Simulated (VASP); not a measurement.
# GaCuSe2 (I-42d) in VASP: single point with PBE

Aim: the single point of GaCuSe2 with PBE.

Everything below comes from runs of VASP 6.6.1. Logs are shortened: lines on timing, memory, paths and dates and some standing lists are left out, and cuts for length are marked.

## 1. The cell of the first run

Symmetry: I-42d, No. 122, tetragonal system. The conventional cell has a = 5.672 Å, b = 5.672 Å, c = 11.266 Å, α = 90.00°, β = 90.00°, γ = 90.00°. Within 3.3 Å of Ga (site symmetry -4) lie 4 Se at 2.47 Å. Cu (site symmetry -4) has 4 Se at 2.43 Å within 3.2 Å. Se (site symmetry 2) has 2 Cu at 2.43 Å and 2 Ga at 2.47 Å within 3.2 Å.

## 2. Single point, PBE

File INCAR:

```
  PREC = Accurate
  ENCUT = 520
  EDIFF = 1E-6
  ISMEAR = -1
  SIGMA = 0.15
  LREAL = F
  LASPH = T
  NELM = 100
  ALGO = Normal
  ISIF = 2
  LWAVE = F
  LCHARG = F
  GGA = PE
  NBANDS = 46
```

File KPOINTS:

```
Automatic mesh
0
Gamma
  10 10 10
```

File POSCAR:

```
GaCuSe2
1.0
   -2.8361828696      2.8361828696      5.6331997005
    2.8361828696     -2.8361828696      5.6331997005
    2.8361828696      2.8361828696     -5.6331997005
Ga Cu Se
2 2 4
Direct
    0.5000000000      0.5000000000      0.0000000000
    0.2500000000      0.7500000000      0.5000000000
    0.0000000000      0.0000000000      0.0000000000
    0.7500000000      0.2500000000      0.5000000000
    0.3750000000      0.3687219625      0.4937219625
    0.6312780375      0.1250000000      1.0062780375
    0.8750000000      0.8812780375      0.5062780375
    0.1187219625      0.6250000000     -0.0062780375
```

Potentials or basis: VASP PAW PBE potentials, release 64 (Ga_d, Cu, Se).

Command:

```sh
$ cat potpaw_PBE.64/Ga_d/POTCAR potpaw_PBE.64/Cu/POTCAR potpaw_PBE.64/Se/POTCAR > POTCAR
$ mpirun -np 1 vasp_std > vasp.out
```

OUTCAR:

```text
PREC = Accurate
   ENCUT = 520
   EDIFF = 1E-6
   ISMEAR = -1
   LREAL = F
   LASPH = T
   NELM = 100
   ISIF = 2
   GGA = PE

 ion  position               nearest neighbor table
   1  0.500  0.500  0.000-   7 2.47   5 2.47   8 2.47   6 2.47
   2  0.250  0.750  0.500-   6 2.47   8 2.47   7 2.47   5 2.47
   3  0.000  0.000  0.000-   5 2.43   6 2.43   8 2.43   7 2.43
   4  0.750  0.250  0.500-   5 2.43   7 2.43   8 2.43   6 2.43
   5  0.375  0.369  0.494-   3 2.43   4 2.43   1 2.47   2 2.47
   6  0.631  0.125  0.006-   3 2.43   4 2.43   2 2.47   1 2.47
   7  0.875  0.881  0.506-   4 2.43   3 2.43   1 2.47   2 2.47
   8  0.119  0.625  0.994-   3 2.43   4 2.43   2 2.47   1 2.47

  LATTYP: Found a body centered tetragonal cell.
 ALAT       =     5.6723657392
 C/A-ratio  =     1.9861905806

  Lattice vectors:

 A1 = (  -2.8361828696,   2.8361828696,   5.6331997005)
 A2 = (   2.8361828696,  -2.8361828696,   5.6331997005)
 A3 = (   2.8361828696,   2.8361828696,  -5.6331997005)

Analysis of symmetry for initial positions (statically):
=====================================================================
 Subroutine PRICEL returns:
 Original cell was already a primitive cell.

 Routine SETGRP: Setting up the symmetry group for a
 body centered tetragonal supercell.

 Subroutine GETGRP returns: Found  8 space group operations
 (whereof  4 operations were pure point group operations)
 out of a pool of 16 trial point group operations.

The static configuration has the point symmetry S_4 .
 The point group associated with its full space group is D_2d.

Analysis of symmetry for dynamics (positions and initial velocities):
=====================================================================
 Subroutine PRICEL returns:
 Original cell was already a primitive cell.

 Routine SETGRP: Setting up the symmetry group for a
 body centered tetragonal supercell.

 Subroutine GETGRP returns: Found  8 space group operations
 (whereof  4 operations were pure point group operations)
 out of a pool of 16 trial point group operations.

The dynamic configuration has the point symmetry S_4 .
 The point group associated with its full space group is D_2d.

 Subroutine INISYM returns: Found  8 space group operations
 (whereof  4 operations are pure point group operations),
 and found     1 'primitive' translations

----------------------------------------------------------------------------------------

                                     Primitive cell

  volume of cell :     181.2523

  direct lattice vectors                    reciprocal lattice vectors
    -2.836182870  2.836182870  5.633199700     0.000000000  0.176293287  0.088759502
     2.836182870 -2.836182870  5.633199700     0.176293287  0.000000000  0.088759502
     2.836182870  2.836182870 -5.633199700     0.176293287  0.176293287  0.000000000

  length of vectors
     6.915258882  6.915258882  6.915258882     0.197376726  0.197376726  0.249316357

  position of ions in fractional coordinates (direct lattice)
     0.500000000  0.500000000  0.000000000
     0.250000000  0.750000000  0.500000000
     0.000000000  0.000000000  0.000000000
     0.750000000  0.250000000  0.500000000
     0.375000000  0.368721962  0.493721962
     0.631278038  0.125000000  0.006278038
     0.875000000  0.881278038  0.506278038
     0.118721962  0.625000000  0.993721962

  ion indices of the primitive-cell ions
   primitive index   ion index
                 1           1
                 2           2
                 3           3
                 4           4
                 5           5
                 6           6
                 7           7
                 8           8

----------------------------------------------------------------------------------------

 KPOINTS: Automatic mesh

Automatic generation of k-mesh.
 Grid dimensions read from file:
 generate k-points for:   10   10   10

 Generating k-lattice:

  Cartesian coordinates                     Fractional coordinates (reciprocal lattice)
     0.000000000  0.017629329  0.008875950     0.100000000 -0.000000000  0.000000000
     0.017629329  0.000000000  0.008875950    -0.000000000  0.100000000  0.000000000
     0.017629329  0.017629329  0.000000000     0.000000000  0.000000000  0.100000000

  Length of vectors
     0.019737673  0.019737673  0.024931636

  Shift w.r.t. Gamma in fractional coordinates (k-lattice)
     0.000000000  0.000000000  0.000000000

 Subroutine IBZKPT returns following result:
 ===========================================

 Found    102 irreducible k-points:

 Following reciprocal coordinates:
            Coordinates               Weight
  0.000000  0.000000  0.000000      1.000000
  0.100000  0.000000 -0.000000      8.000000
  0.200000  0.000000 -0.000000      8.000000
  0.300000  0.000000 -0.000000      8.000000
  0.400000  0.000000 -0.000000      8.000000
  0.500000  0.000000 -0.000000      4.000000
[... 16 lines left out ...]
  0.300000  0.300000 -0.000000      8.000000
  0.400000  0.300000 -0.000000     16.000000
 [... further k-points ...]
   k-points           NKPTS =    102   k-points in BZ     NKDIM =    102   number of bands    NBANDS=     46
   number of dos      NEDOS =    301   number of ions     NIONS =      8
   total plane-waves  NPLWV = 157464
   dimension x,y,z NGX =    54 NGY =   54 NGZ =   54
   dimension x,y,z NGXF=   108 NGYF=  108 NGZF=  108
   ions per type =               2   2   4
   NGX,Y,Z   is equivalent  to a cutoff of  12.98, 12.98, 12.98 a.u.
   NGXF,Y,Z  is equivalent  to a cutoff of  25.96, 25.96, 25.96 a.u.
 SYSTEM =  unknown system
   PREC   = accura    normal or accurate (medium, high low for compatibility)
   ISTART =      0    job   : 0-new  1-cont  2-samecut
   ICHARG =      2    charge: 1-file 2-atom 10-const
   ISPIN  =      1    spin polarized calculation?
   LNONCOLLINEAR =      F non collinear calculations
   LSORBIT =      F    spin-orbit coupling
   LASPH  =      T    aspherical Exc in radial PAW
   ENCUT  =  520.0 eV  38.22 Ry    6.18 a.u.  12.86 12.86 12.86*2*pi/ulx,y,z
   NELM   =    100;   NELMIN=  2; NELMDL= -5     # of ELM steps
   EDIFF  = 0.1E-05   stopping-criterion for ELM
   LREAL  =      F    real-space projection
   EDIFFG = 0.1E-04   stopping-criterion for IOM
   NSW    =      0    number of steps for IOM
   IBRION =     -1    ionic relax: 0-MD 1-quasi-New 2-CG
   NFREE  =      0    steps in history (QN), initial steepest desc. (CG)
   ISIF   =      2    stress and relaxation
   ISYM   =      2    0-nonsym 1-usesym 2-fastsym
   POTIM  = 0.5000    time-step for ionic-motion
   TEBEG  =    0.0;   TEEND  =   0.0 temperature during run
   PSTRESS=    0.0 pullay stress
   NELECT =      72.0000    total number of electrons
   NUPDOWN=      -1.0000    fix difference up-down
   EMIN   =  10.00;   EMAX   =-10.00  energy-range for DOS
   EFERMI =   0.00;   METHOD = LEGACY
   ISMEAR =    -1;   SIGMA  =   0.15  broadening in eV -4-tet -1-fermi 0-gaus
   EFERMI_NEDOS =   21; number of points for ismear=-14 and -15
   IALGO  =     38    algorithm
   IMIX   =      4    mixing-type and parameters
     AMIX     =   0.40;   BMIX     =  1.00
     AMIX_MAG =   1.60;   BMIX_MAG =  1.00
  volume/ion in A,a.u.               =      22.66       152.89
  Fermi-wavevector in a.u.,A,eV,Ry     =   1.203440  2.274172 19.704882  1.448268
  Thomas-Fermi vector in A             =   2.339193
   LORBIT       =      0    0 simple, 1 ext, 2 COOP (PROOUT), +10 PAW based schemes
   GGA     = PE    functional components
   LHFCALC =     F    Hartree Fock is set to
   AEXX    =    0.0000 exact exchange contribution
   IVDW    =     0    specifies the selected vdW correction
   LEPSILON=     F    determine dielectric tensor
   LRPA    =     F    only Hartree local field effects (RPA)
 non-spin polarized calculation
  energy-cutoff  :      520.00
  volume of cell :      181.25
 maximum number of plane-waves:      4936
 NGX is ok and might be reduce to    54
   NGX = 25   NGY = 25   NGZ = 25

 number of electron      72.0000011 magnetization

 Free energy of the ion-electron system (eV)
  ---------------------------------------------------
  ext. energy  EPLUGINS =         0.00000000
  ---------------------------------------------------
  free energy    TOTEN  =       -31.13420156 eV

  energy without entropy =      -31.11557835  energy(sigma->0) =      -31.12488995

 E-fermi :   4.0777     XC(G=0):  -9.4488

 val. band max:        3.6726776299   @ k =   0.0000   0.0000   0.0000
 cond. band min:       4.2402924632   @ k =  -0.1000  -0.1000   0.1000
 fundamental gap:      0.5676148333
 Fermi energy:         4.0777129271

 k-point     1 :       0.0000    0.0000    0.0000
  band No.  band energies     occupation
      1     -11.7994      2.00000
      2     -11.7973      2.00000
      3     -11.7973      2.00000
      4     -11.6758      2.00000
      5     -11.6629      2.00000
      6     -11.6629      2.00000
[... 38 lines left out ...]
     45       8.4246      0.00000
     46       8.6558      0.00000

 k-point     2 :       0.1000    0.0000   -0.0000
  band No.  band energies     occupation
      1     -11.8002      2.00000
      2     -11.7979      2.00000
      3     -11.7961      2.00000
      4     -11.6773      2.00000
      5     -11.6656      2.00000
      6     -11.6625      2.00000
[... 38 lines left out ...]
     45       8.5775      0.00000
     46       8.7761      0.00000

 k-point     3 :       0.2000    0.0000   -0.0000
  band No.  band energies     occupation
      1     -11.8031      2.00000
      2     -11.7993      2.00000
      3     -11.7919      2.00000
      4     -11.6835      2.00000
      5     -11.6700      2.00000
      6     -11.6615      2.00000
[... 1018 lines left out ...]
     45       8.9802      0.00000
     46       9.6607      0.00000

 k-point    24 :       0.4000    0.3000   -0.0000
  band No.  band energies     occupation
      1     -11.8119      2.00000
      2     -11.8079      2.00000
      3     -11.7599      2.00000
      4     -11.7270      2.00000
      5     -11.6704      2.00000
      6     -11.6655      2.00000
[... 38 lines left out ...]
     45       9.0048      0.00000
     46       9.6340      0.00000

 [... further k-points ...]
[... 5 lines left out ...]
  --------------------------------------------------------------------------------------
  -------------------------------------------------------------------------------------
  Total        0.2092943      0.2092943      0.1993824      0.0000000      0.0000000      0.0000000
  in kB        1.8500543      1.8500543      1.7624375      0.0000000      0.0000000      0.0000000
  external PRESSURE =       1.8208487 kB  Pullay stress =       0.0000000 kB

 VOLUME and BASIS-vectors are now :
 -----------------------------------------------------------------------------
  energy-cutoff  :      520.00
  volume of cell :      181.25
      direct lattice vectors                 reciprocal lattice vectors
    -2.836182870  2.836182870  5.633199700     0.000000000  0.176293287  0.088759502
     2.836182870 -2.836182870  5.633199700     0.176293287  0.000000000  0.088759502
     2.836182870  2.836182870 -5.633199700     0.176293287  0.176293287  0.000000000

 POSITION                                       TOTAL-FORCE (eV/Angst)
 -----------------------------------------------------------------------------------
      0.00000      0.00000      5.63320        -0.000000      0.000000     -0.000000
      2.83618      0.00000      2.81660        -0.000000      0.000000      0.000000
      0.00000      0.00000      0.00000        -0.000000      0.000000     -0.000000
      0.00000      2.83618      2.81660        -0.000000      0.000000      0.000000
      1.38248      1.41809      1.40830         0.012539      0.000000      0.000000
     -1.41809      1.45370      4.22490        -0.000000     -0.012539     -0.000000
      1.45370      1.41809      7.04150        -0.012539      0.000000     -0.000000
      4.25427      1.38248     -1.40830        -0.000000      0.012539      0.000000
 -----------------------------------------------------------------------------------
    total drift:                               -0.000005     -0.000005     -0.000011

  FREE ENERGIE OF THE ION-ELECTRON SYSTEM (eV)
  ---------------------------------------------------
  free  energy   TOTEN  =       -31.1342015601 eV

  energy  without entropy=      -31.1155783481  energy(sigma->0) =      -31.12488995
```

Run time: 48 min. Hardware: 1 thread of Intel Xeon 8259CL, shared host; peak memory 0.93 GiB.

What came out:

```
Free energy            : -31.1342 eV
Pressure               : 0.2 GPa
Largest force          : 0.013 eV/Å
Band gap on the k mesh : 0.01 eV
```

Forces on the atoms (eV/Å):
```
Ga   0.000  0.000  0.000
Ga   0.000  0.000  0.000
Cu   0.000  0.000  0.000
Cu   0.000  0.000  0.000
Se   0.013  0.000  0.000
Se   0.000 -0.013  0.000
Se  -0.013  0.000  0.000
Se   0.000  0.013  0.000
```

Levels at points of the mesh, in eV from the valence-band top:
| k point | band 34 | band 35 | band 36 | band 37 | band 38 | band 39 |
| --- | --- | --- | --- | --- | --- | --- |
| (0.00, 0.00, 0.00) | -0.09 | -0.09 | 0.00 | 0.01 | 1.98 | 2.11 |
| (0.50, 0.00, 0.00) | -1.16 | -1.09 | -0.54 | 1.97 | 2.37 | 3.16 |
| (0.50, 0.50, 0.00) | -0.80 | -0.47 | -0.47 | 0.99 | 0.99 | 3.30 |
| (0.50, 0.50, 0.50) | -1.16 | -0.86 | -0.86 | 1.69 | 1.69 | 1.97 |

Caveat: the smearing spreads over this small gap; semilocal functionals underestimate gaps, and a narrow one can read as zero.

The gap in the log of VASP goes by the Fermi energy; the results here count the filled bands.